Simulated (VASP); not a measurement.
The system is InH.

```xyz
2
Lattice="3.3851 0.0000 0.0000 -1.6926 2.9316 0.0000 0.0000 0.0000 3.6888" Properties=species:S:1:pos:R:3 pbc="T T T"
In    0.0000    0.0000    1.8444
H     0.0000    0.0000    0.0000
```

```yaml
Program: VASP 6.6.1
Task: relaxation of cell and atoms
Functional: PBE
Potentials_or_basis: VASP PAW PBE potentials, release 64 (In_d, H)
Cutoff: 600 eV
k_mesh: 6 × 6 × 6
Occupations: gaussian, width 0.1 eV
Spin: no spin polarisation
```

At the start: pressure 0.6 GPa; volume 18.30 Å³/atom.

**Question.** How do energy, volume and symmetry change on relaxing?

**Answer.** Over 7 steps the energy falls by 69.6 meV/atom and the volume is 16.88 Å³/atom (-7.8 %); space group P6/mmm (No. 191, to 0.05 Å).

Step by step:
| step | energy change (eV) | largest force (eV/Å) | pressure (GPa) | volume (Å³) |
| --- | --- | --- | --- | --- |
| 1 | 0.0000 | 0.0000 | 0.61 | 36.61 |
| 2 | -0.1078 | 0.0000 | -2.28 | 36.89 |
| 3 | -0.1093 | 0.0000 | -2.56 | 36.92 |
| 4 | -0.1302 | 0.0000 | -1.69 | 35.37 |
| 5 | -0.1386 | 0.0000 | -0.18 | 33.80 |
| 6 | -0.1386 | 0.0000 | -0.25 | 33.86 |
| 7 | -0.1391 | 0.0000 | 0.08 | 33.77 |

Final structure:
```
In H
1.0
     3.17118    0.00000    0.00000
    -1.58559    2.74632    0.00000
     0.00000    0.00000    3.87702
In H
1 1
Direct
  0.00000 0.00000 0.50000
  0.00000 0.00000 0.00000
```
